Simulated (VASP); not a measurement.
# Ti2NbB3 (P4/mmm) in VASP: a series of runs, part 2 of 2

VASP 6.6.1. Earlier steps stand in the parts before.

### Step 3. Single point, PBE

This run uses another cell than the first one, of 13.01 Å³/atom, 1.132 times its volume.

Contents of INCAR:

```
SYSTEM = Ti2NbB3
PREC     = Accurate       ! precision mode
ENCUT    = 520            ! plane-wave cutoff, eV
EDIFF    = 1E-6           ! SCF threshold, eV
ISMEAR   = 0              ! smearing method
SIGMA    = 0.1            ! smearing width, eV
LREAL    = .FALSE.        ! projectors in reciprocal space
LASPH    = .TRUE.         ! aspherical terms in the spheres
NELM     = 60             ! most SCF steps
ALGO     = Normal         ! electronic algorithm
ISIF     = 2              ! what is computed and relaxed
LWAVE    = .FALSE.        ! write WAVECAR
LCHARG   = .FALSE.        ! write CHGCAR
GGA      = PE             ! functional
NBANDS   = 32             ! bands
```

Contents of KPOINTS:

```
regular mesh
0
G
  6 6 4
  0 0 0
```

Contents of POSCAR:

```
Ti2NbB3
1.0
    4.0975092788      0.0000000000      0.0000000000
    0.0000000000      4.0975092788      0.0000000000
    0.0000000000      0.0000000000      4.6505977327
Ti Nb B
2 1 3
Direct
    0.0000000000      0.0000000000      0.5000000000
    0.5000000000      0.5000000000      0.0000000000
    0.0000000000      0.0000000000      0.0000000000
    0.0000000000      0.5000000000      0.5000000000
    0.5000000000      0.0000000000      0.5000000000
    0.5000000000      0.5000000000      0.5000000000
```

Potentials or basis: VASP PAW PBE potentials, release 64 (Ti_sv, Nb_sv, B).

Run with:

```sh
> cat potpaw_PBE.64/Ti_sv/POTCAR potpaw_PBE.64/Nb_sv/POTCAR potpaw_PBE.64/B/POTCAR > POTCAR
> mpirun -np 1 vasp_std > vasp.out
```

OUTCAR:

```text
SYSTEM = Ti2NbB3
   PREC = Accurate
   ENCUT = 520
   EDIFF = 1E-6
   ISMEAR = 0
   LREAL = .FALSE.
   LASPH = .TRUE.
   NELM = 60
   ISIF = 2
   GGA = PE

 ion  position               nearest neighbor table
   1  0.000  0.000  0.500-   4 2.05   5 2.05   4 2.05   5 2.05   3 2.33   3 2.33
   2  0.500  0.500  0.000-   6 2.33   6 2.33   3 2.90   3 2.90   3 2.90   3 2.90
   3  0.000  0.000  0.000-   1 2.33   1 2.33   2 2.90   2 2.90   2 2.90   2 2.90
   4  0.000  0.500  0.500-   1 2.05   6 2.05   1 2.05   6 2.05
   5  0.500  0.000  0.500-   1 2.05   6 2.05   6 2.05   1 2.05
   6  0.500  0.500  0.500-   4 2.05   5 2.05   5 2.05   4 2.05   2 2.33   2 2.33

  LATTYP: Found a simple tetragonal cell.
 ALAT       =     4.0975092788
 C/A-ratio  =     1.1349816233

  Lattice vectors:

 A1 = (   4.0975092788,   0.0000000000,   0.0000000000)
 A2 = (   0.0000000000,   4.0975092788,   0.0000000000)
 A3 = (   0.0000000000,   0.0000000000,   4.6505977327)

Analysis of symmetry for initial positions (statically):
=====================================================================
 Subroutine PRICEL returns:
 Original cell was already a primitive cell.

 Routine SETGRP: Setting up the symmetry group for a
 simple tetragonal supercell.

 Subroutine GETGRP returns: Found 16 space group operations
 (whereof 16 operations were pure point group operations)
 out of a pool of 16 trial point group operations.

The static configuration has the point symmetry D_4h.

Analysis of symmetry for dynamics (positions and initial velocities):
=====================================================================
 Subroutine PRICEL returns:
 Original cell was already a primitive cell.

 Routine SETGRP: Setting up the symmetry group for a
 simple tetragonal supercell.

 Subroutine GETGRP returns: Found 16 space group operations
 (whereof 16 operations were pure point group operations)
 out of a pool of 16 trial point group operations.

The dynamic configuration has the point symmetry D_4h.

 Subroutine INISYM returns: Found 16 space group operations
 (whereof 16 operations are pure point group operations),
 and found     1 'primitive' translations

----------------------------------------------------------------------------------------

                                     Primitive cell

  volume of cell :      78.0816

  direct lattice vectors                    reciprocal lattice vectors
     4.097509279  0.000000000  0.000000000     0.244050698  0.000000000  0.000000000
     0.000000000  4.097509279  0.000000000     0.000000000  0.244050698  0.000000000
     0.000000000  0.000000000  4.650597733     0.000000000  0.000000000  0.215026123

  length of vectors
     4.097509279  4.097509279  4.650597733     0.244050698  0.244050698  0.215026123

  position of ions in fractional coordinates (direct lattice)
     0.000000000  0.000000000  0.500000000
     0.500000000  0.500000000  0.000000000
     0.000000000  0.000000000  0.000000000
     0.000000000  0.500000000  0.500000000
     0.500000000  0.000000000  0.500000000
     0.500000000  0.500000000  0.500000000

  ion indices of the primitive-cell ions
   primitive index   ion index
                 1           1
                 2           2
                 3           3
                 4           4
                 5           5
[... 32 lines left out ...]
  0.333333  0.000000  0.000000      4.000000
  0.500000  0.000000  0.000000      2.000000
  0.166667  0.166667  0.000000      4.000000
  0.333333  0.166667  0.000000      8.000000
[... 16 lines left out ...]
  0.333333  0.000000  0.500000      4.000000
  0.500000  0.000000  0.500000      2.000000
 [... further k-points ...]
   k-points           NKPTS =     30   k-points in BZ     NKDIM =     30   number of bands    NBANDS=     32
   number of dos      NEDOS =    301   number of ions     NIONS =      6
   total plane-waves  NPLWV =  32400
   dimension x,y,z NGX =    30 NGY =   30 NGZ =   36
   dimension x,y,z NGXF=    60 NGYF=   60 NGZF=   72
   ions per type =               2   1   3
   NGX,Y,Z   is equivalent  to a cutoff of  12.17, 12.17, 12.87 a.u.
   NGXF,Y,Z  is equivalent  to a cutoff of  24.34, 24.34, 25.74 a.u.
 SYSTEM =  Ti2NbB3
   PREC   = accura    normal or accurate (medium, high low for compatibility)
   ISTART =      0    job   : 0-new  1-cont  2-samecut
   ICHARG =      2    charge: 1-file 2-atom 10-const
   ISPIN  =      1    spin polarized calculation?
   LNONCOLLINEAR =      F non collinear calculations
   LSORBIT =      F    spin-orbit coupling
   LASPH  =      T    aspherical Exc in radial PAW
   ENCUT  =  520.0 eV  38.22 Ry    6.18 a.u.   7.62  7.62  8.65*2*pi/ulx,y,z
   NELM   =     60;   NELMIN=  2; NELMDL= -5     # of ELM steps
   EDIFF  = 0.1E-05   stopping-criterion for ELM
   LREAL  =      F    real-space projection
   EDIFFG = 0.1E-04   stopping-criterion for IOM
   NSW    =      0    number of steps for IOM
   IBRION =     -1    ionic relax: 0-MD 1-quasi-New 2-CG
   NFREE  =      0    steps in history (QN), initial steepest desc. (CG)
   ISIF   =      2    stress and relaxation
   ISYM   =      2    0-nonsym 1-usesym 2-fastsym
   POTIM  = 0.5000    time-step for ionic-motion
   TEBEG  =    0.0;   TEEND  =   0.0 temperature during run
   PSTRESS=    0.0 pullay stress
   NELECT =      46.0000    total number of electrons
   NUPDOWN=      -1.0000    fix difference up-down
   EMIN   =  10.00;   EMAX   =-10.00  energy-range for DOS
   EFERMI =   0.00;   METHOD = LEGACY
   ISMEAR =     0;   SIGMA  =   0.10  broadening in eV -4-tet -1-fermi 0-gaus
   EFERMI_NEDOS =   21; number of points for ismear=-14 and -15
   IALGO  =     38    algorithm
   IMIX   =      4    mixing-type and parameters
     AMIX     =   0.40;   BMIX     =  1.00
     AMIX_MAG =   1.60;   BMIX_MAG =  1.00
  volume/ion in A,a.u.               =      13.01        87.82
  Fermi-wavevector in a.u.,A,eV,Ry     =   1.372391  2.593443 25.625992  1.883457
  Thomas-Fermi vector in A             =   2.498002
   LORBIT       =      0    0 simple, 1 ext, 2 COOP (PROOUT), +10 PAW based schemes
   GGA     = PE    functional components
   LHFCALC =     F    Hartree Fock is set to
   AEXX    =    0.0000 exact exchange contribution
   IVDW    =     0    specifies the selected vdW correction
   LEPSILON=     F    determine dielectric tensor
   LRPA    =     F    only Hartree local field effects (RPA)
 non-spin polarized calculation
 Gauss-broadening in eV      SIGMA  =   0.10
  energy-cutoff  :      520.00
  volume of cell :       78.08
 maximum number of plane-waves:      2129
   NGX = 15   NGY = 15   NGZ = 17

 number of electron      46.0000019 magnetization

 Free energy of the ion-electron system (eV)
  ---------------------------------------------------
  ext. energy  EPLUGINS =         0.00000000
  ---------------------------------------------------
  free energy    TOTEN  =       -39.24077723 eV

  energy without entropy =      -39.21962939  energy(sigma->0) =      -39.23020331

 E-fermi :   8.1887     XC(G=0): -11.5768

 val. band max:        8.1837981916   @ k =   0.3333   0.3333   0.0000
 cond. band min:       8.2195607621   @ k =   0.1667   0.0000   0.0000
 fundamental gap:      0.0357625704
 Fermi energy:         8.1886998421

 k-point     1 :       0.0000    0.0000    0.0000
  band No.  band energies     occupation
      1     -48.8940      2.00000
      2     -47.7057      2.00000
      3     -46.4315      2.00000
      4     -25.2148      2.00000
      5     -25.1717      2.00000
      6     -25.1717      2.00000
[... 829 lines left out ...]
     31      10.1929      0.00000
     32      10.6856      0.00000

 [... further k-points ...]

------------------------ aborting loop because EDIFF is reached ----------------------------------------

  FORCE on cell =-STRESS in cart. coord.  units (eV):
  Direction    XX          YY          ZZ          XY          YZ          ZX
  --------------------------------------------------------------------------------------
  -------------------------------------------------------------------------------------
  Total       -0.0713043     -0.0713043      0.0454642      0.0000000     -0.0000000      0.0000000
  in kB       -1.4631115     -1.4631115      0.9328922      0.0000000     -0.0000000      0.0000000
  external PRESSURE =      -0.6644436 kB  Pullay stress =       0.0000000 kB

 VOLUME and BASIS-vectors are now :
 -----------------------------------------------------------------------------
  energy-cutoff  :      520.00
  volume of cell :       78.08
      direct lattice vectors                 reciprocal lattice vectors
     4.097509279  0.000000000  0.000000000     0.244050698  0.000000000  0.000000000
     0.000000000  4.097509279  0.000000000     0.000000000  0.244050698  0.000000000
     0.000000000  0.000000000  4.650597733     0.000000000  0.000000000  0.215026123

 POSITION                                       TOTAL-FORCE (eV/Angst)
 -----------------------------------------------------------------------------------
      0.00000      0.00000      2.32530         0.000000      0.000000      0.000000
      2.04875      2.04875      0.00000         0.000000      0.000000      0.000000
      0.00000      0.00000      0.00000         0.000000      0.000000      0.000000
      0.00000      2.04875      2.32530         0.000000      0.000000      0.000000
      2.04875      0.00000      2.32530         0.000000      0.000000      0.000000
      2.04875      2.04875      2.32530         0.000000      0.000000      0.000000
 -----------------------------------------------------------------------------------
    total drift:                                0.000000      0.000000     -0.000000

  FREE ENERGIE OF THE ION-ELECTRON SYSTEM (eV)
  ---------------------------------------------------
  free  energy   TOTEN  =       -39.2407772349 eV

  energy  without entropy=      -39.2196293949  energy(sigma->0) =      -39.23020331
```

It took 83 s on 1 thread of Intel Xeon Platinum 8488C (Sapphire Rapids), shared host; peak memory 0.21 GiB.

Results:

| Property | Result |
| --- | --- |
| Free energy | -39.2408 eV |
| Pressure | -0.1 GPa |
| Band gap on the k mesh | zero (band 23 reaches 8.79 eV, above the bottom of band 24 at 7.62 eV) |

Stress tensor (GPa, compression positive):
```
-0.15  0.00  0.00
 0.00 -0.15  0.00
 0.00  0.00  0.09
```
